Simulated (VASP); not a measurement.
Here is a VASP 6.6.1 calculation.

Contents of INCAR:

```
PREC = Accurate ; ENCUT = 520
EDIFF = 1E-6 ; ISMEAR = -1
SIGMA = 0.05 ; LREAL = False
LASPH = True ; NELM = 150
ALGO = Normal ; ISIF = 2
LWAVE = False ; LCHARG = True
ISPIN = 2 ; MAGMOM = 3
LORBIT = 11 ; LMAXMIX = 4
GGA = RE ; IVDW = 13
LELF = True ; LVHAR = True
NBANDS = 14
```

The input KPOINTS:

```
regular mesh
0
Gamma
  13 13 13
```

The input POSCAR:

```
Fe
1.0
   -1.4044817880      1.4044817880      1.4044817880
    1.4044817880     -1.4044817880      1.4044817880
    1.4044817880      1.4044817880     -1.4044817880
Fe
1
Direct
    0.0000000000      0.0000000000      0.0000000000
```

Potentials or basis: VASP PAW PBE potentials, release 64 (Fe).

Launch:

```console
$ cat potpaw_PBE.64/Fe/POTCAR > POTCAR
$ mpirun -np 1 vasp_std > vasp.out
```

Question: Estimate the net moment.

Answer: 2.12 μB per cell.

Question: Estimate the dispersion energy per atom.

Answer: -0.602 eV.
